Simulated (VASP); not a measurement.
Wanted: the native input for a VASP 6.6.1 run.

| Property | Result |
| --- | --- |
| Task | relaxation of cell and atoms |
| Functional | r2SCAN |
| Potentials or basis | VASP PAW PBE potentials, release 64 (Tl_d) |
| Cutoff | 600 eV |
| k mesh | 4 × 4 × 4 |
| Occupations | gaussian, width 0.1 eV |
| Spin | no spin polarisation |
| Dipole correction | no |
| Further INCAR settings | ALGO = Normal; EDIFF = 1e-06; IBRION = 2; EDIFFG = -0.04; NSW = 90; ISIF = 3 |

Tl:

```
Tl
1.0
     0.00000    3.24923    3.24923
     3.24923    0.00000    3.24923
     3.24923    3.24923    0.00000
Tl
2
Direct
  0.50000 0.50000 0.50000
  0.75000 0.75000 0.75000
```

This isn't the form of Tl at room conditions, which is hcp.

These files were run (other wordings do the same):

POSCAR

```
Tl
1.0
    0.0000000000      3.2492284846      3.2492284846
    3.2492284846      0.0000000000      3.2492284846
    3.2492284846      3.2492284846      0.0000000000
Tl
2
Direct
    0.5000000000      0.5000000000      0.5000000000
    0.7500000000      0.7500000000      0.7500000000
```

INCAR.step1

```
SYSTEM = Tl
ALGO = Normal ; EDIFF = 1E-4
ENCUT = 600 ; GGA = PE
ISMEAR = 0 ; LASPH = .True.
LCHARG = .False. ; LREAL = .False.
LWAVE = .True. ; NELM = 100
PREC = Accurate ; SIGMA = 0.1
```

INCAR.step2

```
SYSTEM = Tl
ALGO = Normal ; EDIFF = 1E-6
EDIFFG = -0.04 ; ENCUT = 600
IBRION = 2 ; ISIF = 3
ISMEAR = 0 ; ISTART = 1
LASPH = .True. ; LCHARG = .False.
LMIXTAU = .True. ; LREAL = .False.
LWAVE = .False. ; METAGGA = R2SCAN
NELM = 100 ; NSW = 90
PREC = Accurate ; SIGMA = 0.1
```

KPOINTS

```
k-points
0
Gamma
  4 4 4
  0 0 0
```

Potentials or basis: VASP PAW PBE potentials, release 64 (Tl_d).

Command:

```console
$ cat potpaw_PBE.64/Tl_d/POTCAR > POTCAR
$ cp INCAR.step1 INCAR
$ mpirun -np 1 vasp_std > vasp.out
$ cp INCAR.step2 INCAR
$ mpirun -np 1 vasp_std > vasp.out
```

Results of the run:

The relaxed volume is 41.12 Å³/atom. The relaxed cell is a = 4.881 Å, b = 4.881 Å, c = 4.881 Å, α = 60.00°, β = 60.00°, γ = 60.00° and the space group after relaxing (to 0.1 Å) is Fd-3m (No. 227). The energy gained by relaxing is 95.3 meV/atom. The ionic steps are 3. The pressure after relaxing is 0.0 GPa. The band gap on the k mesh is zero (bands 13 and 14 overlap by 3.47 eV).

Caveat: the k points lie up to 0.39 Å⁻¹ apart in the final cell, too coarse for converged energies and pressures of a metal; the volume moved by over 15 % at a fixed basis, so the end points are rough; the PAW data sets were made with another functional, which shifts forces and pressure a little; spin-orbit coupling is left out, which moves the levels of the heavy elements.

It took 84 s on 1 thread of Intel(R) Xeon(R) 6975P-C (Granite Rapids) (shared host), peak memory 0.26 GiB.
